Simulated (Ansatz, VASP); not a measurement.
SnSe in VASP and in Ansatz

INCAR

```
ALGO     = Normal         # electronic algorithm
EDIFF    = 1E-6           # SCF threshold, eV
ENCUT    = 500            # plane-wave cutoff, eV
GGA      = RE             # functional
GGA_COMPAT= False        
ISIF     = 2              # what is computed and relaxed
ISMEAR   = 0              # smearing method
IVDW     = 12             # dispersion correction
LASPH    = True           # aspherical terms in the spheres
LCHARG   = False          # write CHGCAR
LREAL    = False          # projectors in reciprocal space
LWAVE    = False          # write WAVECAR
NBANDS   = 17             # bands
NELM     = 120            # most SCF steps
PREC     = Accurate       # precision mode
SIGMA    = 0.05           # smearing width, eV
```

Contents of KPOINTS:

```
k-points
0
Gamma
  8 8 8
```

The input POSCAR:

```
SnSe
1.0
    0.0000000000      3.0099999632      3.0099999632
    3.0099999632      0.0000000000      3.0099999632
    3.0099999632      3.0099999632      0.0000000000
Sn Se
1 1
Direct
    0.0000000000      0.0000000000      0.0000000000
    0.5000000000      0.5000000000      0.5000000000
```

Input for Ansatz:

```yaml
crystal:
  lattice:
    - [0.0, 3.0099999632, 3.0099999632]
    - [3.0099999632, 0.0, 3.0099999632]
    - [3.0099999632, 3.0099999632, 0.0]
  atoms:
    - { symbol: Sn, position: [0.0, 0.0, 0.0] }
    - { symbol: Se, position: [0.5, 0.5, 0.5] }
basis:
  ecutwfc: 420
  ecutrho_ratio: 4
kpoints:
  mp_grid: { grid: [8, 8, 8] }
hamiltonian:
  xc: revpbe
  dispersion: d3bj
scf:
  occupations: { method: gaussian, width: 0.05 }
output:
  forces: true
  stress: true
  eigenvalues: true
```

Alike in both runs: task single point; functional revPBE; dispersion D3(BJ); k mesh 8 × 8 × 8; occupations gaussian, width 0.05 eV; no spin polarisation.

```csv
,VASP,Ansatz
version,VASP 6.6.1,Ansatz 0.2.0
potentials or method,"VASP PAW PBE potentials, release 64 (Sn_d, Se), cutoff 500 eV","scalar-relativistic, plane waves, PAW"
valence electrons in the cell,20,30
```

```csv
,VASP,Ansatz,Ansatz less VASP
gap on the k mesh at the Fermi level (eV),0.55,0.55,-0.001
least direct gap on the mesh (eV),0.55,0.55,-0.001
pressure (GPa),-2.0,-2.0,+0.02
```

VASP's potentials were made for PBE, not for revPBE. VASP's potentials hold 20 valence electrons a cell and Ansatz's 30, so a difference there can come from the potentials and not from the codes.
